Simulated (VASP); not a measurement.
Input of a VASP 6.6.1 run:

The input POSCAR:

```
MgO
1.0
    0.0000000000      2.1085000000      2.1085000000
    2.1085000000      0.0000000000      2.1085000000
    2.1085000000      2.1085000000      0.0000000000
Mg O
1 1
Direct
    0.0000000000      0.0000000000      0.0000000000
    0.5000000000      0.5000000000      0.5000000000
```

Contents of INCAR.step1:

```
SYSTEM = MgO
PREC     = Accurate       ! precision mode
ENCUT    = 500            ! plane-wave cutoff, eV
EDIFF    = 1E-8           ! SCF threshold, eV
ISMEAR   = 0              ! smearing method
SIGMA    = 0.01           ! smearing width, eV
LREAL    = .False.        ! projectors in reciprocal space
LASPH    = .True.         ! aspherical terms in the spheres
NELM     = 100            ! most SCF steps
ALGO     = Normal         ! electronic algorithm
LWAVE    = .True.         ! write WAVECAR
LCHARG   = .False.        ! write CHGCAR
GGA      = CA             ! functional
```

The input INCAR.step2:

```
SYSTEM = MgO
PREC     = Accurate       ! precision mode
ENCUT    = 500            ! plane-wave cutoff, eV
EDIFF    = 1E-8           ! SCF threshold, eV
ISMEAR   = 0              ! smearing method
SIGMA    = 0.01           ! smearing width, eV
LREAL    = .False.        ! projectors in reciprocal space
LASPH    = .True.         ! aspherical terms in the spheres
NELM     = 1              ! most SCF steps
ALGO     = Exact          ! electronic algorithm
LWAVE    = .True.         ! write WAVECAR
LCHARG   = .False.        ! write CHGCAR
GGA      = CA             ! functional
NBANDS   = 44             ! bands
LOPTICS  = .True.         ! frequency-dependent dielectric function
ISTART   = 1
```

Contents of INCAR.step3:

```
SYSTEM = MgO
PREC     = Accurate       ! precision mode
ENCUT    = 500            ! plane-wave cutoff, eV
EDIFF    = 1E-8           ! SCF threshold, eV
ISMEAR   = 0              ! smearing method
SIGMA    = 0.01           ! smearing width, eV
LREAL    = .False.        ! projectors in reciprocal space
LASPH    = .True.         ! aspherical terms in the spheres
ALGO     = EVGW0          ! electronic algorithm
LWAVE    = .False.        ! write WAVECAR
LCHARG   = .False.        ! write CHGCAR
GGA      = CA             ! functional
NELMGW   = 1            
NBANDS   = 44             ! bands
ENCUTGW  = 100.0          ! cutoff of the response function
NOMEGA   = 48             ! frequency points
PRECFOCK = Fast         
ISTART   = 1            
NBANDSGW = 12
```

File KPOINTS:

```
regular mesh
0
Gamma
  5 5 5
  0 0 0
```

Potentials or basis: VASP PAW LDA potentials, release 64 (Mg_GW, O_GW).

Launch:

```bash
$ cat potpaw_LDA.64/Mg_GW/POTCAR potpaw_LDA.64/O_GW/POTCAR > POTCAR
$ cp INCAR.step1 INCAR
$ mpirun -np 1 vasp_std > vasp.out
$ cp INCAR.step2 INCAR
$ mpirun -np 1 vasp_std > vasp.out
$ cp INCAR.step3 INCAR
$ mpirun -np 1 vasp_std > vasp.out
```

(1) Estimate the quasiparticle gap.

(2) What does it give for the least direct quasiparticle gap?

(3) What does it give for the band gap on the k mesh, mean-field level?

Results:

(1) 7.08 eV.

(2) 7.08 eV.

(3) 4.62 eV, direct.

Caveat: the k points lie up to 0.52 Å⁻¹ apart; bands, screening cutoff and mesh are small and nothing is extrapolated, so the quasiparticle values aren't converged.
